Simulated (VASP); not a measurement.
# LiNbO3 (R3c) in VASP: relaxation of cell and atoms with LDA

Aim: the relaxation of cell and atoms of LiNbO3 with LDA.

All numbers are computed with VASP 6.6.1; they aren't measurements. Logs are shortened: lines on timing, memory, paths and dates and some standing lists are left out, and cuts for length are marked.

### 1 The cell of the first run

The structure is trigonal, space group R3c (No. 161). The conventional cell has a = 5.067 Å, b = 5.067 Å, c = 13.704 Å, α = 90.00°, β = 90.00°, γ = 120.00°. Within 2.7 Å of Li (site symmetry 3) lie 6 O at 2.01 to 2.21 Å. Nb (site symmetry 3) has 6 O at 1.88 to 2.09 Å within 2.5 Å. Within 2.5 Å of O (site symmetry 1) lie 2 Nb at 1.88 to 2.09 Å and 2 Li at 2.01 to 2.21 Å.

### 2 Relaxation of cell and atoms, LDA

File INCAR:

```
SYSTEM = LiNbO3
  PREC = Accurate
  ENCUT = 600
  EDIFF = 1E-6
  ISMEAR = 0
  SIGMA = 0.02
  LREAL = .FALSE.
  LASPH = .TRUE.
  NELM = 60
  ALGO = Normal
  ISIF = 3
  LWAVE = .FALSE.
  LCHARG = .FALSE.
  IBRION = 2
  NSW = 100
  EDIFFG = -0.002
```

File KPOINTS:

```
Automatic mesh
0
G
  9 9 9
  0 0 0
```

File POSCAR:

```
LiNbO3
1.0
    2.5336727254      1.4628166300      4.5679528310
   -2.5336727254      1.4628166300      4.5679528310
    0.0000000000     -2.9256332601      4.5679528310
Li Nb O
2 2 6
Direct
    0.7051140841      0.7051140841      0.7051140841
    0.2051140841      0.2051140841      0.2051140841
    0.9889349626      0.9889349626      0.9889349626
    0.4889349626      0.4889349626      0.4889349626
    0.8814487732      0.2698761308      0.6210748394
    0.6210748394      0.8814487732      0.2698761308
    0.2698761308      0.6210748394      0.8814487732
    0.7698761308      0.3814487732      0.1210748394
    0.3814487732      0.1210748394      0.7698761308
    0.1210748394      0.7698761308      0.3814487732
```

Potentials or basis: VASP PAW LDA potentials, release 64 (Li_sv, Nb_sv, O).

Run with:

```
$ cat potpaw_LDA.64/Li_sv/POTCAR potpaw_LDA.64/Nb_sv/POTCAR potpaw_LDA.64/O/POTCAR > POTCAR
$ mpirun -np 1 vasp_std > vasp.out
```

OUTCAR:

```text
SYSTEM = LiNbO3
   PREC = Accurate
   ENCUT = 600
   EDIFF = 1E-6
   ISMEAR = 0
   LREAL = .FALSE.
   LASPH = .TRUE.
   NELM = 60
   ISIF = 3
   IBRION = 2
   NSW = 100
   EDIFFG = -0.002

 ion  position               nearest neighbor table
   1  0.705  0.705  0.705-  10 2.01   8 2.01   9 2.01   7 2.21   6 2.21   5 2.21
   2  0.205  0.205  0.205-   7 2.01   5 2.01   6 2.01  10 2.21   9 2.21   8 2.21
   3  0.989  0.989  0.989-   6 1.88   5 1.88   7 1.88   9 2.09  10 2.09   8 2.09
   4  0.489  0.489  0.489-   9 1.88   8 1.88  10 1.88   6 2.09   7 2.09   5 2.09
   5  0.881  0.270  0.621-   3 1.88   2 2.01   4 2.09   1 2.21
   6  0.621  0.881  0.270-   3 1.88   2 2.01   4 2.09   1 2.21
   7  0.270  0.621  0.881-   3 1.88   2 2.01   4 2.09   1 2.21
   8  0.770  0.381  0.121-   4 1.88   1 2.01   3 2.09   2 2.21
   9  0.381  0.121  0.770-   4 1.88   1 2.01   3 2.09   2 2.21
  10  0.121  0.770  0.381-   4 1.88   1 2.01   3 2.09   2 2.21

  LATTYP: Found a trigonal (rhomboedric) cell.
 ALAT       =     5.4245297528
 COS(alpha) =     0.5636782754

  Lattice vectors:

 A1 = (   2.5336727254,   1.4628166300,   4.5679528310)
 A2 = (  -2.5336727254,   1.4628166300,   4.5679528310)
 A3 = (   0.0000000000,  -2.9256332601,   4.5679528310)

Analysis of symmetry for initial positions (statically):
=====================================================================
 Subroutine PRICEL returns:
 Original cell was already a primitive cell.

 Routine SETGRP: Setting up the symmetry group for a
 trigonal (rhombohedral) supercell.

 Subroutine GETGRP returns: Found  6 space group operations
 (whereof  3 operations were pure point group operations)
 out of a pool of 12 trial point group operations.

The static configuration has the point symmetry C_3 .
 The point group associated with its full space group is C_3v.

Analysis of symmetry for dynamics (positions and initial velocities):
=====================================================================
 Subroutine PRICEL returns:
 Original cell was already a primitive cell.

 Routine SETGRP: Setting up the symmetry group for a
 trigonal (rhombohedral) supercell.

 Subroutine GETGRP returns: Found  6 space group operations
 (whereof  3 operations were pure point group operations)
 out of a pool of 12 trial point group operations.

The dynamic configuration has the point symmetry C_3 .
 The point group associated with its full space group is C_3v.

 Subroutine INISYM returns: Found  6 space group operations
 (whereof  3 operations are pure point group operations),
 and found     1 'primitive' translations

----------------------------------------------------------------------------------------

                                     Primitive cell

  volume of cell :     101.5812

  direct lattice vectors                    reciprocal lattice vectors
     2.533672725  1.462816630  4.567952831     0.197341983  0.113935447  0.072972149
    -2.533672725  1.462816630  4.567952831    -0.197341983  0.113935447  0.072972149
     0.000000000 -2.925633260  4.567952831     0.000000000 -0.227870894  0.072972149

  length of vectors
     5.424529753  5.424529753  5.424529753     0.239269887  0.239269887  0.239269887

  position of ions in fractional coordinates (direct lattice)
     0.705114084  0.705114084  0.705114084
     0.205114084  0.205114084  0.205114084
     0.988934963  0.988934963  0.988934963
     0.488934963  0.488934963  0.488934963
     0.881448773  0.269876131  0.621074839
     0.621074839  0.881448773  0.269876131
     0.269876131  0.621074839  0.881448773
     0.769876131  0.381448773  0.121074839
     0.381448773  0.121074839  0.769876131
     0.121074839  0.769876131  0.381448773

  ion indices of the primitive-cell ions
   primitive index   ion index
                 1           1
                 2           2
                 3           3
                 4           4
                 5           5
                 6           6
                 7           7
                 8           8
                 9           9
                10          10

----------------------------------------------------------------------------------------

 KPOINTS: Automatic mesh

Automatic generation of k-mesh.
 Grid dimensions read from file:
 generate k-points for:    9    9    9

 Generating k-lattice:

  Cartesian coordinates                     Fractional coordinates (reciprocal lattice)
     0.021926887  0.012659494  0.008108017     0.111111111  0.000000000  0.000000000
    -0.021926887  0.012659494  0.008108017     0.000000000  0.111111111  0.000000000
     0.000000000 -0.025318988  0.008108017    -0.000000000 -0.000000000  0.111111111

  Length of vectors
     0.026585543  0.026585543  0.026585543

  Shift w.r.t. Gamma in fractional coordinates (k-lattice)
     0.000000000  0.000000000  0.000000000

 Subroutine IBZKPT returns following result:
 ===========================================

 Found     85 irreducible k-points:

 Following reciprocal coordinates:
            Coordinates               Weight
  0.000000  0.000000  0.000000      1.000000
  0.111111  0.000000  0.000000      6.000000
  0.222222 -0.000000 -0.000000      6.000000
  0.333333  0.000000 -0.000000      6.000000
  0.444444 -0.000000 -0.000000      6.000000
  0.111111  0.111111  0.000000      6.000000
[... 16 lines left out ...]
 -0.333333  0.333333  0.000000      6.000000
  0.444444  0.444444 -0.000000      6.000000
 [... further k-points ...]
   k-points           NKPTS =     85   k-points in BZ     NKDIM =     85   number of bands    NBANDS=     40
   number of dos      NEDOS =    301   number of ions     NIONS =     10
   total plane-waves  NPLWV = 110592
   dimension x,y,z NGX =    48 NGY =   48 NGZ =   48
   dimension x,y,z NGXF=    96 NGYF=   96 NGZF=   96
   ions per type =               2   2   6
   NGX,Y,Z   is equivalent  to a cutoff of  14.71, 14.71, 14.71 a.u.
   NGXF,Y,Z  is equivalent  to a cutoff of  29.42, 29.42, 29.42 a.u.
 SYSTEM =  LiNbO3
   PREC   = accura    normal or accurate (medium, high low for compatibility)
   ISTART =      0    job   : 0-new  1-cont  2-samecut
   ICHARG =      2    charge: 1-file 2-atom 10-const
   ISPIN  =      1    spin polarized calculation?
   LNONCOLLINEAR =      F non collinear calculations
   LSORBIT =      F    spin-orbit coupling
   LASPH  =      T    aspherical Exc in radial PAW
   ENCUT  =  600.0 eV  44.10 Ry    6.64 a.u.  10.83 10.83 10.83*2*pi/ulx,y,z
   NELM   =     60;   NELMIN=  2; NELMDL= -5     # of ELM steps
   EDIFF  = 0.1E-05   stopping-criterion for ELM
   LREAL  =      F    real-space projection
   EDIFFG = -.2E-02   stopping-criterion for IOM
   NSW    =    100    number of steps for IOM
   IBRION =      2    ionic relax: 0-MD 1-quasi-New 2-CG
   NFREE  =      1    steps in history (QN), initial steepest desc. (CG)
   ISIF   =      3    stress and relaxation
   ISYM   =      2    0-nonsym 1-usesym 2-fastsym
   POTIM  = 0.5000    time-step for ionic-motion
   TEBEG  =    0.0;   TEEND  =   0.0 temperature during run
   PSTRESS=    0.0 pullay stress
   NELECT =      68.0000    total number of electrons
   NUPDOWN=      -1.0000    fix difference up-down
   EMIN   =  10.00;   EMAX   =-10.00  energy-range for DOS
   EFERMI =   0.00;   METHOD = LEGACY
   ISMEAR =     0;   SIGMA  =   0.02  broadening in eV -4-tet -1-fermi 0-gaus
   EFERMI_NEDOS =   21; number of points for ismear=-14 and -15
   IALGO  =     38    algorithm
   IMIX   =      4    mixing-type and parameters
     AMIX     =   0.40;   BMIX     =  1.00
     AMIX_MAG =   1.60;   BMIX_MAG =  1.00
  volume/ion in A,a.u.               =      10.16        68.55
  Fermi-wavevector in a.u.,A,eV,Ry     =   1.432100  2.706277 27.904335  2.050911
  Thomas-Fermi vector in A             =   2.551764
   LORBIT       =      0    0 simple, 1 ext, 2 COOP (PROOUT), +10 PAW based schemes
   GGA     = CA    functional components
   LHFCALC =     F    Hartree Fock is set to
   AEXX    =    0.0000 exact exchange contribution
   IVDW    =     0    specifies the selected vdW correction
   LEPSILON=     F    determine dielectric tensor
   LRPA    =     F    only Hartree local field effects (RPA)
 conjugate gradient relaxation of ions
 non-spin polarized calculation
 Gauss-broadening in eV      SIGMA  =   0.02
  energy-cutoff  :      600.00
  volume of cell :      101.58
 maximum number of plane-waves:      3408
 NGX is ok and might be reduce to    48
   NGX = 21   NGY = 21   NGZ = 21

--------------------------------------- Ionic step        1  -------------------------------------------

 number of electron      68.0000000 magnetization

 Free energy of the ion-electron system (eV)
  ---------------------------------------------------
  ext. energy  EPLUGINS =         0.00000000
  ---------------------------------------------------
  free energy    TOTEN  =       -87.62101641 eV

  energy without entropy =      -87.62101641  energy(sigma->0) =      -87.62101641

------------------------ aborting loop because EDIFF is reached ----------------------------------------

  FORCE on cell =-STRESS in cart. coord.  units (eV):
  Direction    XX          YY          ZZ          XY          YZ          ZX
  --------------------------------------------------------------------------------------
  -------------------------------------------------------------------------------------
  Total       -0.1356283     -0.1356283     -0.2903272      0.0000000      0.0000000     -0.0000000
  in kB       -2.1391816     -2.1391816     -4.5791516      0.0000000      0.0000000     -0.0000000
  external PRESSURE =      -2.9525049 kB  Pullay stress =       0.0000000 kB
[... 113 lines left out ...]
  FREE ENERGIE OF THE ION-ELECTRON SYSTEM (eV)
  ---------------------------------------------------
  free  energy   TOTEN  =       -87.6224931357 eV

  energy  without entropy=      -87.6224931357  energy(sigma->0) =      -87.62249314

[... ionic steps 4 to 18 ...]

--------------------------------------- Ionic step       19  -------------------------------------------

 number of electron      68.0000005 magnetization

------------------------ aborting loop because EDIFF is reached ----------------------------------------

  FORCE on cell =-STRESS in cart. coord.  units (eV):
  Direction    XX          YY          ZZ          XY          YZ          ZX
  --------------------------------------------------------------------------------------
  -------------------------------------------------------------------------------------
  Total        0.0107575      0.0107575     -0.0010764      0.0000000      0.0000000      0.0000000
  in kB        0.1702593      0.1702593     -0.0170355      0.0000000      0.0000000      0.0000000
  external PRESSURE =       0.1078277 kB  Pullay stress =       0.0000000 kB
[... 73 lines left out ...]
  energy  without entropy=      -87.6227213655  energy(sigma->0) =      -87.62272137

--------------------------------------- Ionic step       21  -------------------------------------------

 number of electron      68.0000005 magnetization

 Free energy of the ion-electron system (eV)
  ---------------------------------------------------
  ext. energy  EPLUGINS =         0.00000000
  ---------------------------------------------------
  free energy    TOTEN  =       -87.62272300 eV

  energy without entropy =      -87.62272300  energy(sigma->0) =      -87.62272300

 E-fermi :   3.8334     XC(G=0): -11.5972

 val. band max:        3.7382791100   @ k =   0.1111   0.1111   0.1111
 cond. band min:       7.2007586236   @ k =   0.1111   0.1111   0.0000
 fundamental gap:      3.4624795136
 Fermi energy:         3.8334464642

 k-point     1 :       0.0000    0.0000    0.0000
  band No.  band energies     occupation
      1     -50.0059      2.00000
      2     -49.9859      2.00000
      3     -37.4996      2.00000
      4     -37.4952      2.00000
      5     -26.5379      2.00000
      6     -26.5379      2.00000
[... 1021 lines left out ...]
     39       9.0639      0.00000
     40       9.2940      0.00000

 [... further k-points ...]

------------------------ aborting loop because EDIFF is reached ----------------------------------------

  FORCE on cell =-STRESS in cart. coord.  units (eV):
  Direction    XX          YY          ZZ          XY          YZ          ZX
  --------------------------------------------------------------------------------------
  -------------------------------------------------------------------------------------
  Total       -0.0043033     -0.0043033     -0.0053250      0.0000000      0.0000000      0.0000000
  in kB       -0.0680913     -0.0680913     -0.0842579      0.0000000      0.0000000      0.0000000
  external PRESSURE =      -0.0734801 kB  Pullay stress =       0.0000000 kB
[... 25 lines left out ...]
  FREE ENERGIE OF THE ION-ELECTRON SYSTEM (eV)
  ---------------------------------------------------
  free  energy   TOTEN  =       -87.6227230045 eV

  energy  without entropy=      -87.6227230045  energy(sigma->0) =      -87.62272300

 reached required accuracy - stopping structural energy minimisation
```

Run time: 1.5 h. Hardware: 1 thread of Oxide Virtual Turin-like, shared host; peak memory 0.47 GiB.

Results:

- Free energy: -87.6227 eV
- Relaxed volume: 10.13 Å³/atom
- Relaxed cell: a = 5.416 Å, b = 5.416 Å, c = 5.416 Å, α = 55.74°, β = 55.74°, γ = 55.74°
- Space group after relaxing (to 0.1 Å): R3c (No. 161)
- Energy gained by relaxing: 0.2 meV/atom
- Ionic steps: 21
- Pressure after relaxing: 0.0 GPa
- Band gap on the k mesh: 3.46 eV (least direct gap 3.49 eV)

Step by step:
```
step  energy change (eV)  largest force (eV/Å)  pressure (GPa)  volume (Å³)
   1              0.0000                0.1061           -0.30       101.58
   2             -0.0014                0.0267           -0.01       101.31
   3             -0.0015                0.0179            0.05       101.25
   4             -0.0016                0.0130           -0.04       101.28
   5             -0.0016                0.0127           -0.13       101.30
   6             -0.0016                0.0110           -0.06       101.27
   7             -0.0016                0.0108            0.01       101.25
   8             -0.0016                0.0113            0.02       101.25
   9             -0.0017                0.0096            0.01       101.25
  10             -0.0017                0.0067           -0.02       101.26
  11             -0.0017                0.0069           -0.06       101.27
  12             -0.0017                0.0051           -0.02       101.26
  13             -0.0017                0.0035            0.01       101.24
  14             -0.0017                0.0026            0.04       101.22
  15             -0.0017                0.0017            0.03       101.23
  16             -0.0017                0.0034            0.01       101.23
  17             -0.0017                0.0033            0.00       101.23
  18             -0.0017                0.0032            0.01       101.23
  19             -0.0017                0.0026            0.01       101.23
  20             -0.0017                0.0026            0.01       101.24
  21             -0.0017                0.0018           -0.01       101.25
```

Final structure:
```xyz
10
Lattice="2.5319 1.4618 4.5596 -2.5319 1.4618 4.5596 0.0000 -2.9236 4.5596" Properties=species:S:1:pos:R:3 pbc="T T T"
Li    0.0000    0.0000    9.6513
Li    0.0000    0.0000    2.8119
Nb    0.0000    0.0000   13.5344
Nb    0.0000    0.0000    6.6950
O     1.5491   -0.1310    8.0771
O    -0.6612    1.4071    8.0771
O    -0.8880   -1.2761    8.0771
O     0.9828    1.3308    5.7973
O     0.6611   -1.5165    5.7973
O    -1.6439    0.1857    5.7973
```

Levels at points of the mesh, in eV from the valence-band top:
```tsv
k point	band 30	band 31	band 32	band 33	band 34	band 35	band 36	band 37	band 38	band 39
(0.00, 0.00, 0.00)	-0.63	-0.61	-0.50	-0.02	-0.02	3.47	3.47	3.90	5.17	5.17
```

Caveat: the cutoff is under 1.25 times the usual one of these potentials, so pressure, stress and relaxed cells hold a basis-set (Pulay) error. A k mesh can miss the band edges.
